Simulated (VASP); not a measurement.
Wanted: the native input for a VASP 6.6.1 run.

```
Task                   : single point
Functional             : PBE
Potentials or basis    : VASP PAW PBE potentials, release 64 (Li_sv, Br)
Cutoff                 : 750 eV
k mesh                 : 6 × 6 × 6
Occupations            : gaussian, width 0.01 eV
Spin                   : no spin polarisation
Dipole correction      : no
Further INCAR settings : ALGO = Normal; EDIFF = 1e-06; NBANDS = 12
```

The structure of LiBr lies in POSCAR:

```
LiBr
1.0
    0.0000000000      2.7395650427      2.7395650427
    2.7395650427      0.0000000000      2.7395650427
    2.7395650427      2.7395650427      0.0000000000
Li Br
1 1
Direct
    0.0000000000      0.0000000000      0.0000000000
    0.5000000000      0.5000000000      0.5000000000
```

One way to write it, as run:

INCAR

```
PREC = Accurate
ENCUT = 750
EDIFF = 1E-6
ISMEAR = 0
SIGMA = 0.01
LREAL = False
LASPH = True
NELM = 120
ALGO = Normal
ISIF = 2
LWAVE = False
LCHARG = False
GGA = PE
NBANDS = 12
GGA_COMPAT = False
```

KPOINTS

```
Automatic mesh
0
Gamma
  6 6 6
```

Potentials or basis: VASP PAW PBE potentials, release 64 (Li_sv, Br).

The run is started by

```bash
$ cat potpaw_PBE.64/Li_sv/POTCAR potpaw_PBE.64/Br/POTCAR > POTCAR
$ mpirun -np 1 vasp_std > vasp.out
```

Results of the run:

```yaml
Pressure: 0.4 GPa
Band_gap_on_the_k_mesh: 4.99 eV
```

Run time: 20 s on 1 thread of Intel Xeon 8259CL, on a shared host, peak memory 0.21 GiB.
